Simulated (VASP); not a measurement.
Crystal: BaTiO3.

```
Ba Ti O
1.0
     3.94574    0.00000    0.00000
     0.00000    3.94574    0.00000
     0.00000    0.00000    3.96370
Ba Ti O
1 1 3
Direct
  0.00000 0.00000 0.99703
  0.50000 0.50000 0.48265
  0.50000 0.50000 0.02227
  0.50000 0.00000 0.51302
  0.00000 0.50000 0.51302
```

* Program: VASP 6.6.1
* Task: relaxation of the atoms
* Functional: PBE
* Potentials or basis: VASP PAW PBE potentials, release 64 (Ba_sv, Ti_sv, O)
* Cutoff: 520 eV
* k mesh: 8 × 8 × 8
* Occupations: fermi-dirac, width 0.02 eV
* Spin: no spin polarisation

At the start: pressure 13.0 GPa; volume 12.34 Å³/atom.

How do energy, volume and symmetry change on relaxing?

Over 6 steps the energy falls by 2.3 meV/atom at a fixed cell; space group P4mm (No. 99, to 0.1 Å) before and after.

The path:
```csv
step,energy change (eV),largest force (eV/Å),pressure (GPa)
1,0.0000,0.4382,13.02
2,-0.0091,0.0996,12.25
3,-0.0097,0.0991,12.03
4,-0.0109,0.0591,11.99
5,-0.0115,0.0358,11.93
6,-0.0116,0.0113,11.88
```

Final structure:
```
CELL_PARAMETERS angstrom
3.94574 0.00000 0.00000
0.00000 3.94574 0.00000
0.00000 0.00000 3.96370
ATOMIC_POSITIONS crystal
Ba 0.00000 0.00000 0.00157
Ti 0.50000 0.50000 0.49139
O 0.50000 0.50000 0.01439
O 0.50000 0.00000 0.51032
O 0.00000 0.50000 0.51032
```
